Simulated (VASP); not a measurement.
# AlNi3 (Pm-3m) in VASP: further runs

Runs on AlNi3. Level: PBE. Tasks: single point.

Everything below comes from runs of VASP 6.6.1. Logs are shortened: lines on timing, memory, paths and dates and some standing lists are left out, and cuts for length are marked.

## Step 1: The cell of the first run

Symmetry: Pm-3m, No. 221, cubic system. Conventional cell: a = 3.523 Å, b = 3.523 Å, c = 3.523 Å, α = 90.00°, β = 90.00°, γ = 90.00°. Within 3.3 Å of Al (site symmetry m-3m) lie 12 Ni at 2.49 Å. Ni (site symmetry 4/mmm) has 4 Al at 2.49 Å and 8 Ni at 2.49 Å within 3.3 Å.

## Step 2: Single point, PBE, collinear spin, ferrimagnetic start

Input file INCAR:

```
ALGO     = Fast           # electronic algorithm
EDIFF    = 1E-7           # SCF threshold, eV
ENCUT    = 520            # plane-wave cutoff, eV
GGA      = PE             # functional
ISIF     = 2              # what is computed and relaxed
ISMEAR   = 0              # smearing method
ISPIN    = 2              # spin polarisation
LASPH    = T              # aspherical terms in the spheres
LCHARG   = F              # write CHGCAR
LMAXMIX  = 4              # l up to which the mixer works
LORBIT   = 11             # projections on sites
LREAL    = F              # projectors in reciprocal space
LWAVE    = F              # write WAVECAR
MAGMOM   = 0 -2 -2 2      # initial moments
NBANDS   = 28             # bands
NELM     = 150            # most SCF steps
PREC     = Accurate       # precision mode
SIGMA    = 0.1            # smearing width, eV
```

Input file KPOINTS:

```
k-points
0
Gamma
  6 6 6
```

Input file POSCAR:

```
AlNi3
1.0
    3.5230548400      0.0000000000      0.0000000000
    0.0000000000      3.5230548400      0.0000000000
    0.0000000000      0.0000000000      3.5230548400
Al Ni
1 3
Direct
    0.0000000000      0.0000000000      0.0000000000
    0.0000000000      0.5000000000      0.5000000000
    0.5000000000      0.0000000000      0.5000000000
    0.5000000000      0.5000000000      0.0000000000
```

Potentials or basis: VASP PAW PBE potentials, release 64 (Al, Ni).

On the command line:

```bash
$ cat potpaw_PBE.64/Al/POTCAR potpaw_PBE.64/Ni/POTCAR > POTCAR
$ mpirun -np 1 vasp_std > vasp.out
```

OUTCAR:

```text
EDIFF = 1E-7
   ENCUT = 520
   GGA = PE
   ISIF = 2
   ISMEAR = 0
   ISPIN = 2
   LASPH = T
   LORBIT = 11
   LREAL = F
   NELM = 150
   PREC = Accurate

 ion  position               nearest neighbor table
   1  0.000  0.000  0.000-   2 2.49   3 2.49   4 2.49   2 2.49   3 2.49   2 2.49   4 2.49   2 2.49
                             3 2.49   4 2.49   3 2.49   4 2.49
   2  0.000  0.500  0.500-   1 2.49   3 2.49   4 2.49   1 2.49   4 2.49   1 2.49   3 2.49   1 2.49
                             3 2.49   4 2.49   4 2.49   3 2.49
   3  0.500  0.000  0.500-   1 2.49   2 2.49   4 2.49   1 2.49   4 2.49   2 2.49   4 2.49   4 2.49
                             1 2.49   2 2.49   1 2.49   2 2.49
   4  0.500  0.500  0.000-   1 2.49   2 2.49   3 2.49   2 2.49   3 2.49   1 2.49   3 2.49   3 2.49
                             1 2.49   2 2.49   2 2.49   1 2.49

  LATTYP: Found a simple cubic cell.
 ALAT       =     3.5230548400

  Lattice vectors:

 A1 = (   3.5230548400,   0.0000000000,   0.0000000000)
 A2 = (   0.0000000000,   3.5230548400,   0.0000000000)
 A3 = (   0.0000000000,   0.0000000000,   3.5230548400)

Analysis of symmetry for initial positions (statically):
=====================================================================
 Subroutine PRICEL returns:
 Original cell was already a primitive cell.

 Routine SETGRP: Setting up the symmetry group for a
 simple cubic supercell.

 Subroutine GETGRP returns: Found 48 space group operations
 (whereof 48 operations were pure point group operations)
 out of a pool of 48 trial point group operations.

The static configuration has the point symmetry O_h .

Analysis of symmetry for dynamics (positions and initial velocities):
=====================================================================
 Subroutine PRICEL returns:
 Original cell was already a primitive cell.

 Routine SETGRP: Setting up the symmetry group for a
 simple cubic supercell.

 Subroutine GETGRP returns: Found 48 space group operations
 (whereof 48 operations were pure point group operations)
 out of a pool of 48 trial point group operations.

The dynamic configuration has the point symmetry O_h .

Analysis of structural, dynamic, and magnetic symmetry:
=====================================================================
 Subroutine PRICEL returns:
 Original cell was already a primitive cell.

[... 132 lines left out ...]
  volume/ion in A,a.u.               =      10.93        73.77
  Fermi-wavevector in a.u.,A,eV,Ry     =   1.490482  2.816603 30.225841  2.221537
  Thomas-Fermi vector in A             =   2.603258
   LORBIT       =     11    0 simple, 1 ext, 2 COOP (PROOUT), +10 PAW based schemes
   GGA     = PE    functional components
   LHFCALC =     F    Hartree Fock is set to
   AEXX    =    0.0000 exact exchange contribution
   IVDW    =     0    specifies the selected vdW correction
   LEPSILON=     F    determine dielectric tensor
   LRPA    =     F    only Hartree local field effects (RPA)
 spin polarized calculation
 RMM-DIIS sequential band-by-band and
 Gauss-broadening in eV      SIGMA  =   0.10
  energy-cutoff  :      520.00
  volume of cell :       43.73
 maximum number of plane-waves:      1208
 NGX is ok and might be reduce to    28
   NGX = 13   NGY = 13   NGZ = 13

 number of electron      32.9999980 magnetization      -0.7185515

 Free energy of the ion-electron system (eV)
  ---------------------------------------------------
  ext. energy  EPLUGINS =         0.00000000
  ---------------------------------------------------
  free energy    TOTEN  =       -21.87082895 eV

  energy without entropy =      -21.85474464  energy(sigma->0) =      -21.86278679

 E-fermi :   9.9221     XC(G=0): -12.8545

 val. band max:        9.9182575737   @ k =   0.1667   0.3333   0.3333
 cond. band min:       9.9324118146   @ k =   0.3333   0.3333   0.1667
 fundamental gap:      0.0141542408
 Fermi energy:         9.9220692231

 spin component 1

 k-point     1 :       0.0000    0.0000    0.0000
  band No.  band energies     occupation
      1      -0.2632      1.00000
      2       5.5239      1.00000
      3       6.2858      1.00000
      4       6.2858      1.00000
      5       6.7816      1.00000
      6       6.7816      1.00000
[... 733 lines left out ...]
     27      24.2230      0.00000
     28      24.4497      0.00000

 [... further k-points ...]

 spin component 2

 k-point     1 :       0.0000    0.0000    0.0000
  band No.  band energies     occupation
      1      -0.2343      1.00000
      2       5.4438      1.00000
      3       6.1371      1.00000
      4       6.1371      1.00000
      5       6.4918      1.00000
      6       6.4918      1.00000
[... 733 lines left out ...]
     27      24.2002      0.00000
     28      24.4201      0.00000

 [... further k-points ...]
[... 5 lines left out ...]
  --------------------------------------------------------------------------------------
  -------------------------------------------------------------------------------------
  Total        2.0014183      2.0014183      2.0013258      0.0000000     -0.0000000      0.0000000
  in kB       73.3314457     73.3314457     73.3280539      0.0000000     -0.0000000      0.0000000
  external PRESSURE =      73.3303151 kB  Pullay stress =       0.0000000 kB

 VOLUME and BASIS-vectors are now :
 -----------------------------------------------------------------------------
  energy-cutoff  :      520.00
  volume of cell :       43.73
      direct lattice vectors                 reciprocal lattice vectors
     3.523054840  0.000000000  0.000000000     0.283844574  0.000000000  0.000000000
     0.000000000  3.523054840  0.000000000     0.000000000  0.283844574  0.000000000
     0.000000000  0.000000000  3.523054840     0.000000000  0.000000000  0.283844574

 POSITION                                       TOTAL-FORCE (eV/Angst)
 -----------------------------------------------------------------------------------
      0.00000      0.00000      0.00000         0.000000      0.000000      0.000000
      0.00000      1.76153      1.76153         0.000000      0.000000      0.000000
      1.76153      0.00000      1.76153         0.000000      0.000000      0.000000
      1.76153      1.76153      0.00000         0.000000      0.000000      0.000000
 -----------------------------------------------------------------------------------
    total drift:                                0.000000      0.000000      0.000000

  FREE ENERGIE OF THE ION-ELECTRON SYSTEM (eV)
  ---------------------------------------------------
  free  energy   TOTEN  =       -21.8708289523 eV

  energy  without entropy=      -21.8547446359  energy(sigma->0) =      -21.86278679

 total charge

# of ion       s       p       d       tot
------------------------------------------
    1        0.413   0.406   0.000   0.819
    2        0.507   0.546   8.393   9.447
    3        0.507   0.546   8.393   9.447
    4        0.507   0.546   8.393   9.447
--------------------------------------------------
tot          1.936   2.045  25.180  29.161

 magnetization (x)

# of ion       s       p       d       tot
------------------------------------------
    1        0.000   0.009   0.000   0.009
    2        0.003   0.010  -0.268  -0.255
    3        0.003   0.010  -0.268  -0.255
    4        0.003   0.010  -0.268  -0.255
--------------------------------------------------
tot          0.009   0.038  -0.803  -0.756
```

OSZICAR:

```text
N       E                     dE             d eps       ncg     rms          rms(c)
DAV:   1     0.197361403825E+03    0.19736E+03   -0.13709E+04  4592   0.151E+03
DAV:   2    -0.124500811057E+02   -0.20981E+03   -0.19398E+03  4508   0.296E+02
DAV:   3    -0.249148361738E+02   -0.12465E+02   -0.11779E+02  5044   0.901E+01
DAV:   4    -0.251403216114E+02   -0.22549E+00   -0.22512E+00  5092   0.116E+01
DAV:   5    -0.251487398256E+02   -0.84182E-02   -0.84174E-02  5380   0.199E+00    0.234E+01
RMM:   6    -0.268781893021E+02   -0.17294E+01   -0.34611E+01  5108   0.603E+01    0.227E+01
RMM:   7    -0.219040698062E+02    0.49741E+01   -0.99182E+00  4825   0.323E+01    0.396E+00
RMM:   8    -0.220248881975E+02   -0.12082E+00   -0.17830E-01  4904   0.352E+00    0.489E+00
RMM:   9    -0.218801969675E+02    0.14469E+00   -0.10645E-01  5120   0.314E+00    0.118E+00
RMM:  10    -0.218732737208E+02    0.69232E-02   -0.13903E-02  5129   0.839E-01    0.918E-01
RMM:  11    -0.218713516367E+02    0.19221E-02   -0.42642E-03  5779   0.441E-01    0.303E-01
RMM:  12    -0.218707897941E+02    0.56184E-03   -0.16561E-03  5940   0.280E-01    0.998E-02
RMM:  13    -0.218708198942E+02   -0.30100E-04   -0.41440E-04  5996   0.120E-01    0.619E-02
RMM:  14    -0.218708278912E+02   -0.79970E-05   -0.86976E-05  6488   0.493E-02    0.349E-02
RMM:  15    -0.218708287960E+02   -0.90478E-06   -0.93352E-06  5961   0.184E-02    0.727E-03
RMM:  16    -0.218708291822E+02   -0.38619E-06   -0.25533E-06  5950   0.885E-03    0.349E-03
RMM:  17    -0.218708289733E+02    0.20884E-06   -0.37251E-07  4488   0.363E-03    0.165E-03
RMM:  18    -0.218708289523E+02    0.21001E-07   -0.75618E-08  2773   0.204E-03
   1 F= -.21870829E+02 E0= -.21862787E+02  d E =-.160843E-01  mag=    -0.7186
```

Run time: 51 s. Hardware: 1 thread of Intel Xeon 6975P-C (Granite Rapids), shared host; peak memory 0.21 GiB.

What came out:

```
Free energy                                           : -21.8708 eV
Pressure                                              : 7.3 GPa
Net moment                                            : -0.72 μB per cell
Site moments                                          : Al +0.01; Ni -0.26 μB
Valence electrons inside the program's atomic spheres : Al 0.82; Ni 9.45
```

Caveat: the cell stands under pressure.

## Step 3: Single point, PBE, collinear spin, ferrimagnetic start

This run uses another cell than the first one, of 11.33 Å³/atom.

Input file INCAR:

```
PREC = Accurate
ENCUT = 520
EDIFF = 1E-7
ISMEAR = 0
SIGMA = 0.1
LREAL = False
LASPH = True
NELM = 150
ALGO = Fast
ISIF = 2
LWAVE = False
LCHARG = False
ISPIN = 2
MAGMOM = 0 -2 -2 2
LORBIT = 11
LMAXMIX = 4
GGA = PE
NBANDS = 28
```

Input file KPOINTS:

```
regular mesh
0
Gamma
  6 6 6
```

Input file POSCAR:

```
AlNi3
1.0
    3.5655855480      0.0000000000      0.0000000000
    0.0000000000      3.5655855480      0.0000000000
    0.0000000000      0.0000000000      3.5655920462
Al Ni
1 3
Direct
    0.0000000000      0.0000000000      0.0000000000
    0.0000000000      0.5000000000      0.5000000000
    0.5000000000      0.0000000000      0.5000000000
    0.5000000000      0.5000000000      0.0000000000
```

Potentials or basis: VASP PAW PBE potentials, release 64 (Al, Ni).

On the command line:

```bash
$ cat potpaw_PBE.64/Al/POTCAR potpaw_PBE.64/Ni/POTCAR > POTCAR
$ mpirun -np 1 vasp_std > vasp.out
```

Wall time 52 s (1 thread of Intel Xeon 6975P-C (Granite Rapids), shared host); peak memory 0.21 GiB.

The run converged. Its results:

```
Free energy                                           : -21.9076 eV
Pressure                                              : 0.3 GPa
Net moment                                            : -0.73 μB per cell
Site moments                                          : Al +0.01; Ni -0.26 μB
Valence electrons inside the program's atomic spheres : Al 0.80; Ni 9.38
```

Levels at points of the mesh, in eV from the Fermi level:
Spin up:
| k point | band 12 | band 13 | band 14 | band 15 | band 16 | band 17 | band 18 | band 19 | band 20 | band 21 |
| --- | --- | --- | --- | --- | --- | --- | --- | --- | --- | --- |
| (0.00, 0.00, 0.00) | -0.39 | 0.01 | 0.35 | 0.35 | 0.35 | 0.84 | 0.84 | 0.84 | 6.62 | 6.62 |
| (0.50, 0.00, 0.00) | -1.01 | -0.90 | -0.90 | -0.80 | -0.32 | 0.35 | 5.53 | 5.53 | 5.62 | 5.62 |
| (0.00, 0.00, 0.50) | -1.01 | -0.90 | -0.90 | -0.80 | -0.32 | 0.35 | 5.53 | 5.53 | 5.62 | 5.62 |
| (0.50, 0.50, 0.00) | -1.11 | -1.11 | -1.07 | -0.76 | -0.57 | -0.43 | 1.11 | 1.11 | 8.12 | 8.19 |
| (0.00, 0.50, 0.50) | -1.11 | -1.11 | -1.07 | -0.76 | -0.57 | -0.43 | 1.11 | 1.11 | 8.12 | 8.19 |
| (0.50, 0.50, 0.50) | -1.13 | -1.13 | -0.87 | -0.87 | -0.17 | 0.12 | 0.12 | 0.12 | 3.44 | 4.20 |
Spin down:
| k point | band 15 | band 16 | band 17 | band 18 | band 19 | band 20 |
| --- | --- | --- | --- | --- | --- | --- |
| (0.00, 0.00, 0.00) | -0.10 | -0.10 | 0.88 | 0.88 | 0.88 | 6.53 |
| (0.50, 0.00, 0.00) | -1.03 | -0.51 | -0.10 | 5.47 | 5.47 | 5.58 |
| (0.00, 0.00, 0.50) | -1.03 | -0.51 | -0.10 | 5.47 | 5.47 | 5.58 |
| (0.50, 0.50, 0.00) | -0.99 | -0.96 | -0.57 | 0.82 | 0.82 | 8.10 |
| (0.00, 0.50, 0.50) | -0.99 | -0.96 | -0.57 | 0.82 | 0.82 | 8.10 |
| (0.50, 0.50, 0.50) | -1.06 | -0.27 | -0.27 | -0.27 | -0.15 | 3.34 |

(Continued in part 2 of 2.)
